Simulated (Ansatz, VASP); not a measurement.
One calculation of Ga2SeS3, two programs

```
Ga Se S
1.0
     4.72601    0.00000    0.00000
     0.00000    4.72601    0.00000
     0.00000    0.00000    7.61028
Ga Se S
2 1 3
Direct
  0.50000 0.50000 0.69043
  0.50000 0.50000 0.30957
  0.50000 0.50000 0.00000
  0.50000 0.00000 0.50000
  0.00000 0.50000 0.50000
  0.00000 0.00000 0.50000
```

Alike in both runs: functional PBE; k mesh 8 × 8 × 6; occupations gaussian, width 0.1 eV; no spin polarisation.

Ansatz relaxed the structure, and its values are those at the end. VASP's run is a single point on that final structure, the one shown.

|  | VASP | Ansatz |
| --- | --- | --- |
| version | VASP 6.6.1 | Ansatz 0.2.0 |
| potentials or method | VASP PAW PBE potentials, release 64 (Ga_d, Se, S), cutoff 520 eV | scalar-relativistic, plane waves, PAW |
| valence electrons in the cell | 50 | 60 |

|  | VASP | Ansatz | Ansatz less VASP |
| --- | --- | --- | --- |
| gap on the k mesh at the Fermi level (eV) | none | none | - |
| pressure (GPa) | 0.0 | 0.0 | +0.01 |

A gap of «none» marks a metal or a gap that the smearing closes. With one functional, cell and mesh, what is left measures potentials, basis and numerics. VASP's potentials hold 50 valence electrons a cell and Ansatz's 60, so a difference there can come from the potentials and not from the codes.
